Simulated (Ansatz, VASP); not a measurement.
**TiGePd3: VASP beside Ansatz**

INCAR

```
PREC = Accurate
ENCUT = 520
EDIFF = 1E-6
ISMEAR = 0
SIGMA = 0.1
LREAL = False
LASPH = True
NELM = 150
ALGO = Normal
ISIF = 2
LWAVE = False
LCHARG = False
ISPIN = 2
MAGMOM = 1 0 1 1 1
LORBIT = 11
LMAXMIX = 4
GGA = PE
NBANDS = 40
```

The input KPOINTS:

```
Automatic mesh
0
Gamma
  4 4 4
```

Contents of POSCAR:

```
TiGePd3
1.0
    4.6845288580      0.0000000000      0.0000000000
    0.0000000000      4.6845288580      0.0000000000
    0.0000000000      0.0000000000      4.6845288580
Ti Ge Pd
1 1 3
Direct
    0.0000000000      0.0000000000      0.0000000000
    0.5000000000      0.5000000000      0.5000000000
    0.5000000000      0.0000000000      0.0000000000
    0.0000000000      0.5000000000      0.0000000000
    0.0000000000      0.0000000000      0.5000000000
```

Input for Ansatz:

```yaml
crystal:
  lattice:
    - [4.684528858, 0.0, 0.0]
    - [0.0, 4.684528858, 0.0]
    - [0.0, 0.0, 4.684528858]
  atoms:
    - { symbol: Ti, position: [0.0, 0.0, 0.0], spin: 1.0 }
    - { symbol: Ge, position: [0.5, 0.5, 0.5] }
    - { symbol: Pd, position: [0.5, 0.0, 0.0], spin: 1.0 }
    - { symbol: Pd, position: [0.0, 0.5, 0.0], spin: 1.0 }
    - { symbol: Pd, position: [0.0, 0.0, 0.5], spin: 1.0 }
basis:
  ecutwfc: 420
kpoints:
  mp_grid: { grid: [4, 4, 4] }
hamiltonian:
  xc: pbe
scf:
  occupations: { method: gaussian, width: 0.1 }
  lower_state_search: "off"
output:
  forces: true
  stress: true
  eigenvalues: true
  populations: true
magnetization:
  spin_polarized: true
```

Alike in both runs: task single point; functional PBE; k mesh 4 × 4 × 4; occupations gaussian, width 0.1 eV; collinear spin.

|  | VASP | Ansatz |
| --- | --- | --- |
| version | VASP 6.6.1 | Ansatz 0.2.0 |
| potentials or method | VASP PAW PBE potentials, release 64 (Ti_sv, Ge_d, Pd), cutoff 520 eV | scalar-relativistic, plane waves, PAW |
| valence electrons in the cell | 56 | 80 |

|  | VASP | Ansatz | Ansatz less VASP |
| --- | --- | --- | --- |
| gap on the k mesh at the Fermi level (eV) | none | none | - |
| pressure (GPa) | 0.5 | 0.4 | -0.09 |
| net moment per atom (μB) | 0.08 | 0.08 | +0.001 |
| size of the moment on the site where the two differ most (μB) | 0.35 | 0.30 | -0.052 |

Site moments also hang on the region over which each program counts them. A gap of «none» marks a metal or a gap that the smearing closes. VASP's potentials hold 56 valence electrons a cell and Ansatz's 80, so a difference there can come from the potentials and not from the codes.
